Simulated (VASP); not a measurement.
## W3N4: single point with PBE

W3N4:

```
W N
1.0
     4.12200    0.00000    0.00000
     0.00000    4.12200    0.00000
     0.00000    0.00000    4.12200
W N
3 4
Direct
  0.50000 0.50000 0.00000
  0.00000 0.50000 0.50000
  0.50000 0.00000 0.50000
  0.50000 0.50000 0.50000
  0.50000 0.00000 0.00000
  0.00000 0.50000 0.00000
  0.00000 0.00000 0.50000
```

| Item | Value |
| --- | --- |
| Program | VASP 6.6.1 |
| Task | single point |
| Functional | PBE |
| Potentials or basis | VASP PAW PBE potentials, release 64 (W_sv, N_h) |
| Cutoff | 1330 eV |
| k mesh | 6 × 6 × 6, shifted |
| Occupations | gaussian, width 0.1 eV |
| Spin | no spin polarisation |
| Dipole correction | no |
| Further INCAR settings | ALGO = Normal; EDIFF = 1e-06; NBANDS = 40 |

The pressure is 28.9 GPa and the band gap on the k mesh is zero (bands 31 and 32 overlap by 1.91 eV).

Levels at points of the mesh, in eV from the Fermi level:
| k point | band 29 | band 30 | band 31 | band 32 | band 33 | band 34 |
| --- | --- | --- | --- | --- | --- | --- |
| (0.08, 0.08, 0.08) | -2.99 | -2.46 | -2.46 | -0.34 | -0.34 | -0.02 |

Wall time 64 s on 1 thread of Intel(R) Xeon(R) 6975P-C (Granite Rapids) (shared host), peak memory 0.38 GiB.

Caveat: the cell stands under pressure; spin-orbit coupling is left out, which moves the levels of the heavy elements.
